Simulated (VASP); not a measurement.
# Pt (Fm-3m) in VASP: a series of runs, part 2 of 2

VASP 6.6.1. Earlier steps stand in the parts before.

### Step 3. Relaxation of cell and atoms, LDA

This run uses another cell than the first one, of 15.08 Å³/atom, 1.022 times its volume.

INCAR

```
SYSTEM = Pt
PREC     = Accurate       ! precision mode
ENCUT    = 600            ! plane-wave cutoff, eV
EDIFF    = 1E-6           ! SCF threshold, eV
ISMEAR   = -1             ! smearing method
SIGMA    = 0.05           ! smearing width, eV
LREAL    = .FALSE.        ! projectors in reciprocal space
LASPH    = .TRUE.         ! aspherical terms in the spheres
NELM     = 100            ! most SCF steps
ALGO     = Normal         ! electronic algorithm
ISIF     = 3              ! what is computed and relaxed
LWAVE    = .FALSE.        ! write WAVECAR
LCHARG   = .FALSE.        ! write CHGCAR
GGA      = CA             ! functional
IBRION   = 2              ! ionic algorithm
NSW      = 80             ! ionic steps
EDIFFG   = -0.03          ! ionic threshold
```

KPOINTS

```
regular mesh
0
G
  20 20 20
  0 0 0
```

POSCAR

```
Pt
1.0
    2.7731310000      0.0000000000      0.0000000000
    1.3865655000      2.4016018940      0.0000000000
    1.3865655000      0.8005339647      2.2642519800
Pt
1
Direct
    0.0000000000      0.0000000000      0.0000000000
```

Potentials or basis: VASP PAW LDA potentials, release 64 (Pt).

The run is started by

```sh
$ cat potpaw_LDA.64/Pt/POTCAR > POTCAR
$ mpirun -np 1 vasp_std > vasp.out
```

OUTCAR:

```text
SYSTEM = Pt
   PREC = Accurate
   ENCUT = 600
   EDIFF = 1E-6
   ISMEAR = -1
   LREAL = .FALSE.
   LASPH = .TRUE.
   NELM = 100
   ISIF = 3
   GGA = CA
   IBRION = 2
   NSW = 80
   EDIFFG = -0.03

 ion  position               nearest neighbor table
   1  0.000  0.000  0.000-

  LATTYP: Found a face centered cubic cell.
 ALAT       =     3.9217994704

  Lattice vectors:

 A1 = (   2.7731310000,   0.0000000000,   0.0000000000)
 A2 = (   1.3865655000,   2.4016018940,   0.0000000000)
 A3 = (   1.3865655000,   0.8005339647,   2.2642519800)

Analysis of symmetry for initial positions (statically):
=====================================================================
 Subroutine PRICEL returns:
 Original cell was already a primitive cell.

 Routine SETGRP: Setting up the symmetry group for a
 face centered cubic supercell.

 Subroutine GETGRP returns: Found 48 space group operations
 (whereof 48 operations were pure point group operations)
 out of a pool of 48 trial point group operations.

The static configuration has the point symmetry O_h .

Analysis of symmetry for dynamics (positions and initial velocities):
=====================================================================
 Subroutine PRICEL returns:
 Original cell was already a primitive cell.

 Routine SETGRP: Setting up the symmetry group for a
 face centered cubic supercell.

 Subroutine GETGRP returns: Found 48 space group operations
 (whereof 48 operations were pure point group operations)
 out of a pool of 48 trial point group operations.

The dynamic configuration has the point symmetry O_h .

 Subroutine INISYM returns: Found 48 space group operations
 (whereof 48 operations are pure point group operations),
 and found     1 'primitive' translations
[... 118 lines left out ...]
   GGA     = CA    functional components
   LHFCALC =     F    Hartree Fock is set to
   AEXX    =    0.0000 exact exchange contribution
   IVDW    =     0    specifies the selected vdW correction
   LEPSILON=     F    determine dielectric tensor
   LRPA    =     F    only Hartree local field effects (RPA)
 conjugate gradient relaxation of ions
 non-spin polarized calculation
  energy-cutoff  :      600.00
  volume of cell :       15.08
 maximum number of plane-waves:       531
 NGX is ok and might be reduce to    24
   NGX = 11   NGY = 11   NGZ = 11

--------------------------------------- Ionic step        1  -------------------------------------------

 number of electron      10.0000000 magnetization

 Free energy of the ion-electron system (eV)
  ---------------------------------------------------
  ext. energy  EPLUGINS =         0.00000000
  ---------------------------------------------------
  free energy    TOTEN  =        -7.50890325 eV

  energy without entropy =       -7.49465480  energy(sigma->0) =       -7.50177903

------------------------ aborting loop because EDIFF is reached ----------------------------------------

  FORCE on cell =-STRESS in cart. coord.  units (eV):
  Direction    XX          YY          ZZ          XY          YZ          ZX
  --------------------------------------------------------------------------------------
  -------------------------------------------------------------------------------------
  Total       -0.5101456     -0.5101456     -0.5101456      0.0000000     -0.0000000      0.0000000
  in kB      -54.2011594    -54.2011594    -54.2011594      0.0000000     -0.0000000      0.0000000
  external PRESSURE =     -54.2011594 kB  Pullay stress =       0.0000000 kB
[... 57 lines left out ...]
--------------------------------------- Ionic step        3  -------------------------------------------

 number of electron       9.9999999 magnetization

 Free energy of the ion-electron system (eV)
  ---------------------------------------------------
  ext. energy  EPLUGINS =         0.00000000
  ---------------------------------------------------
  free energy    TOTEN  =        -7.51369357 eV

  energy without entropy =       -7.49989110  energy(sigma->0) =       -7.50679234

 E-fermi :  11.5068     XC(G=0): -13.7932

 val. band max:       11.5010862618   @ k =  -0.4500   0.1000   0.0500
 cond. band min:      11.5085595578   @ k =  -0.4000   0.3500   0.1000
 fundamental gap:      0.0074732959
 Fermi energy:        11.5067602702

 k-point     1 :       0.0000    0.0000    0.0000
  band No.  band energies     occupation
      1       1.0460      2.00000
      2       7.5664      2.00000
      3       7.5664      2.00000
      4       7.5664      2.00000
      5       9.8262      2.00000
      6       9.8262      2.00000
      7      26.0655      0.00000
      8      31.0911      0.00000
      9      31.0911      0.00000
[... 265 lines left out ...]
 k-point    24 :      -0.3500    0.0500   -0.0000
  band No.  band energies     occupation
      1       3.9778      2.00000
      2       7.6514      2.00000
      3       7.7428      2.00000
      4       8.5321      2.00000
      5      10.6909      2.00000
      6      11.3695      1.87920
      7      20.7462      0.00000
      8      26.5892      0.00000
      9      31.1577      0.00000

 [... further k-points ...]
[... 5 lines left out ...]
  --------------------------------------------------------------------------------------
  -------------------------------------------------------------------------------------
  Total       -0.0121427     -0.0121427     -0.0121427      0.0000000     -0.0000000      0.0000000
  in kB       -1.3137704     -1.3137704     -1.3137704      0.0000000     -0.0000000      0.0000000
  external PRESSURE =      -1.3137704 kB  Pullay stress =       0.0000000 kB
[... 16 lines left out ...]
  FREE ENERGIE OF THE ION-ELECTRON SYSTEM (eV)
  ---------------------------------------------------
  free  energy   TOTEN  =        -7.5136935714 eV

  energy  without entropy=       -7.4998911030  energy(sigma->0) =       -7.50679234

 reached required accuracy - stopping structural energy minimisation
```

OSZICAR:

```text
N       E                     dE             d eps       ncg     rms          rms(c)
DAV:   1     0.412155459177E+02    0.41216E+02   -0.60414E+03  4680   0.117E+03
DAV:   2    -0.746436377355E+01   -0.48680E+02   -0.46856E+02  4792   0.202E+02
DAV:   3    -0.794533030414E+01   -0.48097E+00   -0.47650E+00  5579   0.207E+01
[... 21 lines left out ...]
DAV:   3    -0.751301313806E+01    0.13879E-01   -0.67180E-02  4865   0.217E+00    0.979E-01
DAV:   4    -0.751359227233E+01   -0.57913E-03   -0.20741E-03  5181   0.327E-01    0.179E-01
DAV:   5    -0.751368206371E+01   -0.89791E-04   -0.77887E-05  5993   0.577E-02    0.282E-02
DAV:   6    -0.751369355823E+01   -0.11495E-04   -0.36394E-06  5189   0.114E-02    0.144E-03
DAV:   7    -0.751369357136E+01   -0.13124E-07   -0.29980E-08  2367   0.165E-03
   3 F= -.75136936E+01 E0= -.75067923E+01  d E =-.479032E-02
```

CONTCAR:

```text
Pt
   1.00000000000000
     2.7563876540648096   -0.0000000000000000    0.0000000000000000
     1.3781938270324048    2.3871017310761755   -0.0000000000002135
     1.3781938270324048    0.7957005770583226    2.2505810952899163
  Pt
     1
Direct
     0.0000000000000000    0.0000000000000000    0.0000000000000000

  0.00000000E+00  0.00000000E+00  0.00000000E+00
```

It took 2.1 min on 1 thread of AMD EPYC 7R13, shared host; peak memory 0.16 GiB.

What came out:

| Item | Value |
| --- | --- |
| Free energy | -7.5137 eV |
| Relaxed volume | 14.81 Å³/atom |
| Relaxed cell | a = 2.756 Å, b = 2.756 Å, c = 2.756 Å, α = 60.00°, β = 60.00°, γ = 60.00° |
| Space group after relaxing (to 0.05 Å) | Fm-3m (No. 225) |
| Energy gained by relaxing | 4.8 meV/atom |
| Ionic steps | 3 |
| Pressure after relaxing | -0.1 GPa |
| Band gap on the k mesh | zero (band 5 reaches 12.01 eV, above the bottom of band 6 at 9.71 eV) |

The path:
```csv
step,energy change (eV),largest force (eV/Å),pressure (GPa),volume (Å³)
1,0.0000,0.0000,-5.42,15.08
2,0.0428,0.0000,20.02,13.99
3,-0.0048,0.0000,-0.13,14.81
```

Final structure:
```cif
data_structure
_symmetry_space_group_name_H-M 'P 1'
_symmetry_Int_Tables_number 1
_cell_length_a 2.7564
_cell_length_b 2.7564
_cell_length_c 2.7564
_cell_angle_alpha 60.000
_cell_angle_beta 60.000
_cell_angle_gamma 60.000
_cell_volume 14.81
loop_
_atom_site_label
_atom_site_type_symbol
_atom_site_fract_x
_atom_site_fract_y
_atom_site_fract_z
_atom_site_occupancy
Pt1 Pt 0.00000 0.00000 0.00000 1
```

Caveat: spin-orbit coupling is left out, which moves the levels of the heavy elements. Zero-point motion and thermal expansion aren't in these numbers.
